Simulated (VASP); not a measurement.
A run of VASP 6.6.1 is set up as follows.

INCAR

```
SYSTEM = ZrS
PREC     = Accurate       ! precision mode
ENCUT    = 520            ! plane-wave cutoff, eV
EDIFF    = 1E-6           ! SCF threshold, eV
ISMEAR   = 0              ! smearing method
SIGMA    = 0.15           ! smearing width, eV
LREAL    = .FALSE.        ! projectors in reciprocal space
LASPH    = .TRUE.         ! aspherical terms in the spheres
NELM     = 100            ! most SCF steps
ALGO     = Normal         ! electronic algorithm
ISIF     = 2              ! what is computed and relaxed
LWAVE    = .FALSE.        ! write WAVECAR
LCHARG   = .TRUE.         ! write CHGCAR
GGA      = PS             ! functional
LELF     = .TRUE.         ! ELF
LVHAR    = .TRUE.       
NBANDS   = 16             ! bands
```

Contents of KPOINTS:

```
Automatic mesh
0
G
  16 16 16
  0 0 0
```

POSCAR

```
ZrS
1.0
    0.0000000000      2.7126746864      2.4627329923
    2.5747223715      0.0000000000      2.4627329923
    2.5747223715      2.7126746864      0.0000000000
Zr S
1 1
Direct
    0.0000000000      0.0000000000      0.0000000000
    0.5000000000      0.5000000000      0.5000000000
```

Potentials or basis: VASP PAW PBE potentials, release 64 (Zr_sv, S).

Run with:

```console
$ cat potpaw_PBE.64/Zr_sv/POTCAR potpaw_PBE.64/S/POTCAR > POTCAR
$ mpirun -np 1 vasp_std > vasp.out
```

Problem. Predict the pressure.

Solution. 3.4 GPa.

Problem. Predict the band gap on the k mesh.

Solution. Zero (bands 9 and 10 overlap by 3.00 eV).

Stress tensor (GPa, compression positive):
```
  1.04   0.00   0.00
  0.00 -10.36   0.00
  0.00   0.00  19.43
```

Caveat: the cell differs from its parent crystal (strain +e along x and -e along y -0.0267, strain +e along z and -e/2 along x and y -0.0467); the stress differs along the axes, from -10 to 19 GPa; the PAW data sets were made with another functional, which shifts forces and pressure a little.
